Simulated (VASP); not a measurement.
Here is a VASP 6.6.1 calculation.

File INCAR:

```
  PREC = Accurate
  ENCUT = 520
  EDIFF = 1E-7
  ISMEAR = -1
  SIGMA = 0.05
  LREAL = F
  LASPH = T
  NELM = 100
  ALGO = Normal
  ISIF = 2
  LWAVE = F
  LCHARG = T
  GGA = PS
  LELF = T
  LVHAR = T
  NBANDS = 16
```

Contents of KPOINTS:

```
regular mesh
0
Gamma
  8 8 8
```

The input POSCAR:

```
HgTe
1.0
   -3.0456030000      3.0456030000      1.5594100000
    3.0456030000     -3.0456030000      1.5594100000
    3.0456030000      3.0456030000     -1.5594100000
Hg Te
1 1
Direct
    0.7500000000      0.2500000000      0.5000000000
    0.0000000000      0.0000000000      0.0000000000
```

Potentials or basis: VASP PAW PBE potentials, release 64 (Hg, Te).

Launch:

```bash
$ cat potpaw_PBE.64/Hg/POTCAR potpaw_PBE.64/Te/POTCAR > POTCAR
$ mpirun -np 1 vasp_std > vasp.out
```

Estimate the pressure.

-3.6 GPa.

Predict the band gap on the k mesh.

zero (bands 9 and 10 overlap by 2.97 eV).

Stress tensor (GPa, compression positive):
```
-3.94  0.00  0.00
 0.00 -3.94  0.00
 0.00  0.00 -2.94
```

Caveat: the cell stands under tension; the PAW data sets were made with another functional, which shifts forces and pressure a little; spin-orbit coupling is left out, which moves the levels of the heavy elements.
